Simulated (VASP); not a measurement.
# SiMo3 (Pm-3n) in VASP: single point with PBEsol

Aim: the single point of SiMo3 with PBEsol.

Everything below comes from runs of VASP 6.6.1. Logs are shortened: lines on timing, memory, paths and dates and some standing lists are left out, and cuts for length are marked.

## 1. The cell of the first run

It takes space group Pm-3n (No. 223, cubic). Conventional cell: a = 4.889 Å, b = 4.889 Å, c = 4.889 Å, α = 90.00°, β = 90.00°, γ = 90.00°. Within 3.6 Å of Si (site symmetry m-3) lie 12 Mo at 2.73 Å. Mo (site symmetry -4m2) has 10 Mo at 2.44 to 2.99 Å and 4 Si at 2.73 Å within 3.2 Å.

## 2. Single point, PBEsol

POSCAR reads:

```
SiMo3
1.0
    4.8890000000      0.0000000000      0.0000000000
    0.0000000000      4.8890000000      0.0000000000
    0.0000000000      0.0000000000      4.8890000000
Si Mo
2 6
Direct
    0.0000000000      0.0000000000      0.0000000000
    0.5000000000      0.5000000000      0.5000000000
    0.2500000000      0.0000000000      0.5000000000
    0.5000000000      0.7500000000      0.0000000000
    0.7500000000      0.0000000000      0.5000000000
    0.5000000000      0.2500000000      0.0000000000
    0.0000000000      0.5000000000      0.7500000000
    0.0000000000      0.5000000000      0.2500000000
```

INCAR.step1 reads:

```
SYSTEM = SiMo3
PREC = Accurate
ENCUT = 520
EDIFF = 1E-6
ISMEAR = 0
SIGMA = 0.05
LREAL = .False.
LASPH = .True.
NELM = 100
ALGO = Fast
ISIF = 2
LWAVE = .False.
LCHARG = .True.
LMAXMIX = 4
GGA = PS
NBANDS = 56
```

KPOINTS.step1 reads:

```
Automatic mesh
0
Gamma
  8 8 8
  0 0 0
```

INCAR.step2 reads:

```
SYSTEM = SiMo3
PREC = Accurate
ENCUT = 520
EDIFF = 1E-6
ISMEAR = -5
SIGMA = 0.05
LREAL = .False.
LASPH = .True.
NELM = 100
ALGO = Fast
ISIF = 2
LWAVE = .False.
LCHARG = .False.
LMAXMIX = 4
GGA = PS
LORBIT = 10
NEDOS = 2001
ICHARG = 11
```

KPOINTS.step2 reads:

```
Automatic mesh
0
Gamma
  12 12 12
  0 0 0
```

Potentials or basis: VASP PAW PBE potentials, release 64 (Si, Mo_sv).

On the command line:

```bash
> cat potpaw_PBE.64/Si/POTCAR potpaw_PBE.64/Mo_sv/POTCAR > POTCAR
> cp INCAR.step1 INCAR
> cp KPOINTS.step1 KPOINTS
> mpirun -np 1 vasp_std > vasp.out
> cp INCAR.step2 INCAR
> cp KPOINTS.step2 KPOINTS
> mpirun -np 1 vasp_std > vasp.out
```

OUTCAR:

```text
SYSTEM = SiMo3
   PREC = Accurate
   ENCUT = 520
   EDIFF = 1E-6
   ISMEAR = -5
   LREAL = .False.
   LASPH = .True.
   NELM = 100
   ISIF = 2
   GGA = PS
   LORBIT = 10
   ICHARG = 11

 ion  position               nearest neighbor table
   1  0.000  0.000  0.000-   3 2.73   4 2.73   5 2.73   6 2.73   7 2.73   8 2.73   3 2.73   5 2.73
                             7 2.73   8 2.73   4 2.73   6 2.73
   2  0.500  0.500  0.500-   3 2.73   4 2.73   5 2.73   6 2.73   7 2.73   8 2.73   4 2.73   6 2.73
                             3 2.73   5 2.73   7 2.73   8 2.73
   3  0.250  0.000  0.500-   5 2.44   5 2.44   1 2.73   1 2.73   2 2.73   2 2.73   8 2.99   4 2.99
                             4 2.99   6 2.99   6 2.99   7 2.99   8 2.99   7 2.99
   4  0.500  0.750  0.000-   6 2.44   6 2.44   1 2.73   2 2.73   2 2.73   1 2.73   8 2.99   5 2.99
                             3 2.99   5 2.99   3 2.99   7 2.99   7 2.99   8 2.99
   5  0.750  0.000  0.500-   3 2.44   3 2.44   1 2.73   1 2.73   2 2.73   2 2.73   8 2.99   4 2.99
                             4 2.99   6 2.99   6 2.99   7 2.99   8 2.99   7 2.99
   6  0.500  0.250  0.000-   4 2.44   4 2.44   1 2.73   2 2.73   2 2.73   1 2.73   8 2.99   3 2.99
                             3 2.99   5 2.99   5 2.99   7 2.99   7 2.99   8 2.99
   7  0.000  0.500  0.750-   8 2.44   8 2.44   1 2.73   2 2.73   1 2.73   2 2.73   3 2.99   4 2.99
                             5 2.99   3 2.99   5 2.99   6 2.99   4 2.99   6 2.99
   8  0.000  0.500  0.250-   7 2.44   7 2.44   1 2.73   2 2.73   1 2.73   2 2.73   3 2.99   4 2.99
                             5 2.99   3 2.99   5 2.99   6 2.99   4 2.99   6 2.99

  LATTYP: Found a simple cubic cell.
 ALAT       =     4.8890000000

  Lattice vectors:

 A1 = (   4.8890000000,   0.0000000000,   0.0000000000)
 A2 = (   0.0000000000,   4.8890000000,   0.0000000000)
 A3 = (   0.0000000000,   0.0000000000,   4.8890000000)

Analysis of symmetry for initial positions (statically):
=====================================================================
 Subroutine PRICEL returns:
 Original cell was already a primitive cell.

 Routine SETGRP: Setting up the symmetry group for a
 simple cubic supercell.

 Subroutine GETGRP returns: Found 48 space group operations
 (whereof 24 operations were pure point group operations)
 out of a pool of 48 trial point group operations.

The static configuration has the point symmetry T_h .
 The point group associated with its full space group is O_h .

Analysis of symmetry for dynamics (positions and initial velocities):
=====================================================================
 Subroutine PRICEL returns:
 Original cell was already a primitive cell.

 Routine SETGRP: Setting up the symmetry group for a
 simple cubic supercell.

 Subroutine GETGRP returns: Found 48 space group operations
 (whereof 24 operations were pure point group operations)
 out of a pool of 48 trial point group operations.

The dynamic configuration has the point symmetry T_h .
 The point group associated with its full space group is O_h .

 Subroutine INISYM returns: Found 48 space group operations
 (whereof 24 operations are pure point group operations),
 and found     1 'primitive' translations

----------------------------------------------------------------------------------------

                                     Primitive cell

  volume of cell :     116.8584

  direct lattice vectors                    reciprocal lattice vectors
     4.889000000  0.000000000  0.000000000     0.204540806  0.000000000  0.000000000
     0.000000000  4.889000000  0.000000000     0.000000000  0.204540806  0.000000000
     0.000000000  0.000000000  4.889000000     0.000000000  0.000000000  0.204540806

  length of vectors
     4.889000000  4.889000000  4.889000000     0.204540806  0.204540806  0.204540806

  position of ions in fractional coordinates (direct lattice)
     0.000000000  0.000000000  0.000000000
     0.500000000  0.500000000  0.500000000
     0.250000000  0.000000000  0.500000000
     0.500000000  0.750000000  0.000000000
     0.750000000  0.000000000  0.500000000
     0.500000000  0.250000000  0.000000000
     0.000000000  0.500000000  0.750000000
     0.000000000  0.500000000  0.250000000

  ion indices of the primitive-cell ions
   primitive index   ion index
                 1           1
                 2           2
                 3           3
                 4           4
[... 25 lines left out ...]

 TETIRR: Found    854 inequivalent tetrahedra from    10368

 Subroutine IBZKPT returns following result:
 ===========================================

 Found     84 irreducible k-points:

 Following reciprocal coordinates:
            Coordinates               Weight
  0.000000  0.000000  0.000000      1.000000
  0.083333  0.000000  0.000000      6.000000
  0.166667  0.000000  0.000000      6.000000
  0.250000  0.000000  0.000000      6.000000
  0.333333  0.000000  0.000000      6.000000
  0.416667  0.000000  0.000000      6.000000
[... 16 lines left out ...]
  0.333333  0.333333  0.000000     12.000000
  0.416667  0.333333  0.000000     24.000000
 [... further k-points ...]
   k-points           NKPTS =     84   k-points in BZ     NKDIM =     84   number of bands    NBANDS=     55
   number of dos      NEDOS =   2001   number of ions     NIONS =      8
   total plane-waves  NPLWV =  46656
   dimension x,y,z NGX =    36 NGY =   36 NGZ =   36
   dimension x,y,z NGXF=    72 NGYF=   72 NGZF=   72
   ions per type =               2   6
   NGX,Y,Z   is equivalent  to a cutoff of  12.24, 12.24, 12.24 a.u.
   NGXF,Y,Z  is equivalent  to a cutoff of  24.48, 24.48, 24.48 a.u.
 SYSTEM =  SiMo3
   PREC   = accura    normal or accurate (medium, high low for compatibility)
   ISTART =      0    job   : 0-new  1-cont  2-samecut
   ICHARG =     11    charge: 1-file 2-atom 10-const
   ISPIN  =      1    spin polarized calculation?
   LNONCOLLINEAR =      F non collinear calculations
   LSORBIT =      F    spin-orbit coupling
   LASPH  =      T    aspherical Exc in radial PAW
   ENCUT  =  520.0 eV  38.22 Ry    6.18 a.u.   9.09  9.09  9.09*2*pi/ulx,y,z
   NELM   =    100;   NELMIN=  2; NELMDL=  0     # of ELM steps
   EDIFF  = 0.1E-05   stopping-criterion for ELM
   LREAL  =      F    real-space projection
   EDIFFG = 0.1E-04   stopping-criterion for IOM
   NSW    =      0    number of steps for IOM
   IBRION =     -1    ionic relax: 0-MD 1-quasi-New 2-CG
   NFREE  =      0    steps in history (QN), initial steepest desc. (CG)
   ISIF   =      2    stress and relaxation
   ISYM   =      2    0-nonsym 1-usesym 2-fastsym
   POTIM  = 0.5000    time-step for ionic-motion
   TEBEG  =    0.0;   TEEND  =   0.0 temperature during run
   PSTRESS=    0.0 pullay stress
   NELECT =      92.0000    total number of electrons
   NUPDOWN=      -1.0000    fix difference up-down
   EMIN   =  10.00;   EMAX   =-10.00  energy-range for DOS
   EFERMI =   0.00;   METHOD = LEGACY
   ISMEAR =    -5;   SIGMA  =   0.05  broadening in eV -4-tet -1-fermi 0-gaus
   EFERMI_NEDOS =   21; number of points for ismear=-14 and -15
   IALGO  =     68    algorithm
   IMIX   =      4    mixing-type and parameters
     AMIX     =   0.40;   BMIX     =  1.00
     AMIX_MAG =   1.60;   BMIX_MAG =  1.00
  volume/ion in A,a.u.               =      14.61        98.57
  Fermi-wavevector in a.u.,A,eV,Ry     =   1.511648  2.856601 31.090405  2.285080
  Thomas-Fermi vector in A             =   2.621677
   LORBIT       =     10    0 simple, 1 ext, 2 COOP (PROOUT), +10 PAW based schemes
   GGA     = PS    functional components
   LHFCALC =     F    Hartree Fock is set to
   AEXX    =    0.0000 exact exchange contribution
   IVDW    =     0    specifies the selected vdW correction
   LEPSILON=     F    determine dielectric tensor
   LRPA    =     F    only Hartree local field effects (RPA)
 non-spin polarized calculation
 RMM-DIIS sequential band-by-band and
 Fermi weights with tetrahedron method with Bloechl corrections
  energy-cutoff  :      520.00
  volume of cell :      116.86
 maximum number of plane-waves:      3178

 number of electron      91.9999979 magnetization

 Free energy of the ion-electron system (eV)
  ---------------------------------------------------
  ext. energy  EPLUGINS =         0.00000000
  ---------------------------------------------------
  free energy    TOTEN  =       -85.09469045 eV

  energy without entropy =      -85.09469045  energy(sigma->0) =      -85.09469045

 E-fermi :  12.6500     XC(G=0): -13.2327

 val. band max:       12.6986659175   @ k =   0.5000   0.1667   0.0000
 cond. band min:      12.5779656403   @ k =   0.5000   0.2500   0.0833
 fundamental gap:     -0.1207002772
 Fermi energy:        12.6500149494

 k-point     1 :       0.0000    0.0000    0.0000
  band No.  band energies     occupation
      1     -48.5369      2.00000
      2     -48.4202      2.00000
      3     -48.4202      2.00000
      4     -48.0878      2.00000
      5     -48.0878      2.00000
      6     -48.0878      2.00000
[... 1381 lines left out ...]
     54      14.8972      0.00000
     55      15.1976      0.00000

 [... further k-points ...]

------------------------ aborting loop because EDIFF is reached ----------------------------------------

  FORCE on cell =-STRESS in cart. coord.  units (eV):
  Direction    XX          YY          ZZ          XY          YZ          ZX
  --------------------------------------------------------------------------------------
  -------------------------------------------------------------------------------------
  Total       -2.8574937     -2.8574937     -2.8574937     -0.0000000     -0.0000000     -0.0000000
  in kB      -39.1774134    -39.1774134    -39.1774134     -0.0000000     -0.0000000     -0.0000000
  external PRESSURE =     -39.1774134 kB  Pullay stress =       0.0000000 kB

 VOLUME and BASIS-vectors are now :
 -----------------------------------------------------------------------------
  energy-cutoff  :      520.00
  volume of cell :      116.86
      direct lattice vectors                 reciprocal lattice vectors
     4.889000000  0.000000000  0.000000000     0.204540806  0.000000000  0.000000000
     0.000000000  4.889000000  0.000000000     0.000000000  0.204540806  0.000000000
     0.000000000  0.000000000  4.889000000     0.000000000  0.000000000  0.204540806

 POSITION                                       TOTAL-FORCE (eV/Angst)
 -----------------------------------------------------------------------------------
      0.00000      0.00000      0.00000        -0.000000     -0.000000     -0.000000
      2.44450      2.44450      2.44450        -0.000000     -0.000000     -0.000000
      1.22225      0.00000      2.44450         0.000000      0.000000      0.000000
      2.44450      3.66675      0.00000         0.000000      0.000000      0.000000
      3.66675      0.00000      2.44450        -0.000000     -0.000000     -0.000000
      2.44450      1.22225      0.00000         0.000000     -0.000000     -0.000000
      0.00000      2.44450      3.66675        -0.000000      0.000000      0.000000
      0.00000      2.44450      1.22225         0.000000     -0.000000     -0.000000
 -----------------------------------------------------------------------------------
    total drift:                                0.000000      0.000000     -0.000000

  FREE ENERGIE OF THE ION-ELECTRON SYSTEM (eV)
  ---------------------------------------------------
  free  energy   TOTEN  =       -85.0946904504 eV

  energy  without entropy=      -85.0946904504  energy(sigma->0) =      -85.09469045

 total charge

# of ion       s       p       d       tot
------------------------------------------
    1        0.709   0.893   0.000   1.603
    2        0.709   0.893   0.000   1.603
    3        2.336   6.199   4.086  12.621
    4        2.336   6.199   4.086  12.621
    5        2.336   6.199   4.086  12.621
    6        2.336   6.199   4.086  12.621
    7        2.336   6.199   4.086  12.621
    8        2.336   6.199   4.086  12.621
--------------------------------------------------
tot         15.433  38.981  24.515  78.929
```

Run time: 6.8 min. Hardware: 1 thread of Intel Xeon Platinum 8488C (Sapphire Rapids), shared host; peak memory 0.46 GiB.

What came out:

```
Valence electrons inside the program's atomic spheres : Si 1.60; Mo 12.62
```

Caveat: the PAW data sets were made with another functional, which shifts forces and pressure a little.
